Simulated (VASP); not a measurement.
Runs of VASP 6.6.1 on SiO2. The structure is tetragonal, space group P4_12_12 (No. 92). The conventional cell has a = 4.982 Å, b = 4.982 Å, c = 6.963 Å, α = 90.00°, β = 90.00°, γ = 90.00°. Within 2.1 Å of Si (site symmetry 2) lie 4 O at 1.60 to 1.61 Å. O (site symmetry 1) has 2 Si at 1.60 to 1.61 Å within 2.1 Å. 

```tsv
level	potentials or basis	gap on the mesh (eV)	pressure (GPa)	relaxed volume (Å³/atom)	largest force (eV/Å)
BLYP	VASP PAW PBE potentials, release 64 (Si, O)	5.44	0.0	15.98	-
PBE+D3(BJ)	VASP PAW PBE potentials, release 64 (Si, O)	(a)	0.0	(b)	-
LDA	VASP PAW LDA potentials, release 64 (Si, O)	5.57	0.0	13.78	0.01
PBEsol	VASP PAW PBE potentials, release 64 (Si, O)	5.57	0.0	14.74	0.01
```

Alike in all rows: task relaxation of cell and atoms; no spin polarisation; cell relaxed; k mesh 6 × 6 × 4; cutoff (eV) 600; smearing fermi-dirac 0.05 eV.

**Question.** Fill in the values left out.

**Answer.** (a) 5.66; (b) 13.73.

Caveats: the PAW data sets were made with another functional, which shifts forces and pressure a little (at least some runs).

A k mesh can miss the band edges.
